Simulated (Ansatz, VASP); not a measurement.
## One calculation of Si4O7, two programs

```
Si O
1.0
     5.07998    0.00000    0.00000
     0.00000    5.07998    0.00000
     0.00000    0.00000    7.09148
Si O
4 7
Cartesian
  1.4957 1.4957 0.0000
  1.0443 4.0357 1.7729
  3.5843 3.5843 3.5457
  4.0357 1.0443 5.3186
  2.0593 3.7641 3.0127
  3.8559 4.5992 4.7856
  3.0207 1.3159 6.5584
  3.7641 2.0593 4.0788
  5.0927 3.1694 1.9973
  1.3159 3.0207 0.5331
  0.4807 1.2241 5.8517
```

Change from the starting cell: O vacancy; atom 9 moved 0.000 of the way to it and -0.900 Å across, host rigid.

Alike in both runs: task single point; functional PBE; k mesh 4 × 4 × 4; occupations gaussian, width 0.05 eV; no spin polarisation.

```csv
,VASP,Ansatz
version,VASP 6.6.1,Ansatz 0.2.0
potentials or method,"VASP PAW PBE potentials, release 64 (Si, O), cutoff 520 eV","scalar-relativistic, plane waves, PAW"
valence electrons in the cell,58,58
```

Ansatz gave:

```
gap on the k mesh at the Fermi level (eV)                     : 2.30
least direct gap on the mesh (eV)                             : 2.50
pressure (GPa)                                                : 7.2
traceless stress, the component that is largest in VASP (GPa) : 9.95
rms of the force components (eV/Å)                            : 5.136
```

What did VASP give for the same quantities?

gap on the k mesh at the Fermi level (eV): 2.33; least direct gap on the mesh (eV): 2.51; pressure (GPa): 7.1; traceless stress, the component that is largest in VASP (GPa): 9.85; rms of the force components (eV/Å): 5.105.

Atom by atom the forces differ by 0.039 eV/Å (rms over components). The functional is the same, so the differences come from potentials, cutoffs and numerics.
